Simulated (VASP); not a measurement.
Input of a VASP 6.6.1 run:

File INCAR:

```
SYSTEM = ScAl2As3
  ALGO = Normal
  EDIFF = 1E-7
  EDIFFG = -0.04
  ENCUT = 600
  GGA = PE
  IBRION = 2
  ISIF = 3
  ISMEAR = 0
  LASPH = .True.
  LCHARG = .False.
  LREAL = .False.
  LWAVE = .False.
  NELM = 80
  NSW = 90
  PREC = Accurate
  SIGMA = 0.1
```

Contents of KPOINTS:

```
k-points
0
Gamma
  4 4 2
  0 0 0
```

Contents of POSCAR:

```
ScAl2As3
1.0
    3.7858455200      0.0000000000      0.0000000000
    0.0000000000      3.7858455200      0.0000000000
    0.0000000000      0.0000000000      8.3519361100
Sc Al As
1 2 3
Direct
    0.5000000000      0.5000000000      0.0000000000
    0.5000000000      0.0000000000      0.7391930200
    0.0000000000      0.5000000000      0.2608069800
    0.5000000000      0.0000000000      0.3837740100
    0.0000000000      0.5000000000      0.6162259900
    0.0000000000      0.0000000000      0.0000000000
```

Potentials or basis: VASP PAW PBE potentials, release 64 (Sc_sv, Al, As).

Command:

```sh
$ cat potpaw_PBE.64/Sc_sv/POTCAR potpaw_PBE.64/Al/POTCAR potpaw_PBE.64/As/POTCAR > POTCAR
$ mpirun -np 1 vasp_std > vasp.out
```

(1) What does it give for the band gap on the k mesh?

(2) Estimate the relaxed cell.

(3) Estimate the relaxed volume.

Results:

(1) zero (band 16 reaches 7.25 eV, above the bottom of band 17 at 4.64 eV).

(2) a = 3.831 Å, b = 3.831 Å, c = 7.730 Å, α = 90.00°, β = 90.00°, γ = 90.00°.

(3) 18.91 Å³/atom.

Caveat: the k points lie up to 0.41 Å⁻¹ apart in the final cell.
